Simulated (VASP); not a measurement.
# NaH: single point with LDA

NaH:

```
CELL_PARAMETERS angstrom
0.00000 2.40340 2.36680
2.40340 0.00000 2.36680
2.40340 2.40340 0.00000
ATOMIC_POSITIONS crystal
Na 0.00000 0.00000 0.00000
H 0.50000 0.50000 0.50000
```

This cell differs from its parent crystal: strain -0.015 along x and y, -0.030 along z.

| Item | Value |
| --- | --- |
| Program | VASP 6.6.1 |
| Task | single point |
| Functional | LDA |
| Potentials or basis | VASP PAW LDA potentials, release 64 (Na_pv, H) |
| Cutoff | 520 eV |
| k mesh | 8 × 8 × 8 |
| Occupations | gaussian, width 0.05 eV |
| Spin | no spin polarisation |

* Pressure: -1.5 GPa
* Band gap on the k mesh: 3.45 eV, indirect (least direct gap 4.39 eV)

Stress tensor (GPa, compression positive):
```
-1.64  0.00  0.00
 0.00 -1.64  0.00
 0.00  0.00 -1.14
```

Levels at points of the mesh, in eV from the valence-band top:
```
           k point  band 1  band 2  band 3  band 4  band 5  band 6  band 7  band 8  band 9
(0.00, 0.00, 0.00)  -22.13  -22.13  -22.12   -3.89   10.65   15.38   15.38   15.47   16.48
(0.50, 0.00, 0.00)  -22.24  -22.14  -22.14   -0.94    3.45   10.78   13.14   13.37   16.11
(0.50, 0.50, 0.00)  -22.22  -22.17  -22.17   -0.15    4.47    9.67   10.38   10.38   11.68
(0.50, 0.00, 0.50)  -22.23  -22.16  -22.16   -0.23    4.29    9.83   10.56   10.59   11.75
```

It took 9 s on 1 thread of Intel(R) Xeon(R) 6975P-C (Granite Rapids), with other jobs on the host, peak memory 0.14 GiB.

Caveat: the cell differs from its parent crystal (strain -0.015 along x and y, -0.030 along z). A k mesh can miss the band edges.
